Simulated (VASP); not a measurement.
A run of VASP 6.6.1:

The input POSCAR:

```
Si
1.0
   -3.3622996624      3.3622996624      1.9385742393
    3.3622996624     -3.3622996624      1.9385742393
    3.3622996624      3.3622996624     -1.9385742393
Si
4
Direct
    0.1785513464      0.1785513464      0.3571026927
    0.8214486536      0.8214486536      0.6428973073
    0.1785513464      0.8214486536      0.0000000000
    0.8214486536      0.1785513464      0.0000000000
```

Contents of INCAR.step1:

```
SYSTEM = Si
PREC = Accurate
ENCUT = 520
ISMEAR = 0
SIGMA = 0.02
LREAL = .FALSE.
LASPH = .TRUE.
NELM = 80
NBANDS = 16
GGA = PE
ALGO = Normal
EDIFF = 1E-4
LWAVE = .TRUE.
LCHARG = .FALSE.
```

INCAR.step2

```
SYSTEM = Si
PREC = Accurate
ENCUT = 520
EDIFF = 1E-7
ISMEAR = 0
SIGMA = 0.02
LREAL = .FALSE.
LASPH = .TRUE.
NELM = 80
ALGO = Normal
ISIF = 2
LWAVE = .FALSE.
LCHARG = .FALSE.
METAGGA = R2SCAN
LMIXTAU = .TRUE.
NBANDS = 16
ISTART = 1
```

File KPOINTS:

```
Automatic mesh
0
G
  10 10 10
  0 0 0
```

Potentials or basis: VASP PAW PBE potentials, release 64 (Si).

Run with:

```console
$ cat potpaw_PBE.64/Si/POTCAR > POTCAR
$ cp INCAR.step1 INCAR
$ mpirun -np 1 vasp_std > vasp.out
$ cp INCAR.step2 INCAR
$ mpirun -np 1 vasp_std > vasp.out
```

Hardware: 1 thread of Intel(R) Xeon(R) 6975P-C (Granite Rapids), on a shared host.

How long does it take, and how much memory?

Wall time 3.9 min on 1 thread of Intel(R) Xeon(R) 6975P-C (Granite Rapids), on a shared host, peak memory 0.3 GiB. Counts: k points 102.
